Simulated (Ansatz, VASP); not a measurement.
Given: the input of a run of Ansatz 0.2.0 on Ta4C3.

File input.yaml:

```yaml
crystal:
  lattice:
    - [4.445281, 0.0, 0.0]
    - [0.0, 4.445281, 0.0]
    - [0.0, 0.0, 4.445281]
  atoms:
    - { symbol: Ta, position: [0.0, 0.0, 0.0] }
    - { symbol: Ta, position: [0.5, 0.5, 0.0] }
    - { symbol: Ta, position: [0.5, 0.0, 0.5] }
    - { symbol: Ta, position: [0.0, 0.5, 0.5] }
    - { symbol: C, position: [0.0, 0.0, 0.5] }
    - { symbol: C, position: [0.0, 0.5, 0.0] }
    - { symbol: C, position: [0.5, 0.0, 0.0] }
kpoints:
  mp_grid: { grid: [6, 6, 6] }
scf:
  occupations: { method: fermi_dirac, width: 0.05 }
hamiltonian:
  xc: pbesol
  pseudopotentials: { kind: all_electron, lapw: { basis_error: 0.001 } }
output:
  forces: true
  stress: true
  eigenvalues: true
  populations: true
```

Potentials or basis: all-electron LAPW, scalar-relativistic.

Run with:

```sh
$ ansatz run input.yaml --threads 4 --pin off --max-ram 12288MiB --backend cpu --events-out ev --progress --plain --runs-dir out
```

**Question.** Set up the same calculation for VASP 6.6.1. Potentials there: VASP PAW PBE potentials, release 64 (Ta_pv, C).

**Answer.** As run (the cutoff follows the program's own potentials):

The input INCAR:

```
PREC = Accurate
ENCUT = 520
EDIFF = 1E-6
ISMEAR = -1
SIGMA = 0.05
LREAL = False
LASPH = True
NELM = 80
ALGO = Normal
ISIF = 2
LWAVE = False
LCHARG = False
GGA = PS
NBANDS = 37
```

File KPOINTS:

```
regular mesh
0
Gamma
  6 6 6
```

File POSCAR:

```
Ta4C3
1.0
    4.4452810000      0.0000000000      0.0000000000
    0.0000000000      4.4452810000      0.0000000000
    0.0000000000      0.0000000000      4.4452810000
Ta C
4 3
Direct
    0.0000000000      0.0000000000      0.0000000000
    0.5000000000      0.5000000000      0.0000000000
    0.5000000000      0.0000000000      0.5000000000
    0.0000000000      0.5000000000      0.5000000000
    0.0000000000      0.0000000000      0.5000000000
    0.0000000000      0.5000000000      0.0000000000
    0.5000000000      0.0000000000      0.0000000000
```

Potentials or basis: VASP PAW PBE potentials, release 64 (Ta_pv, C).

The run is started by

```sh
$ cat potpaw_PBE.64/Ta_pv/POTCAR potpaw_PBE.64/C/POTCAR > POTCAR
$ mpirun -np 1 vasp_std > vasp.out
```

Both were run:

|  | VASP | Ansatz | Ansatz less VASP |
| --- | --- | --- | --- |
| gap on the k mesh at the Fermi level (eV) | none | none | - |
| pressure (GPa) | -7.9 | -8.6 | -0.67 |

VASP's potentials were made for PBE, not for PBEsol. A gap of «none» marks a metal or a gap that the smearing closes. Ansatz ran all-electron here, and VASP with PAW potentials.

Neither program's run includes spin-orbit coupling.
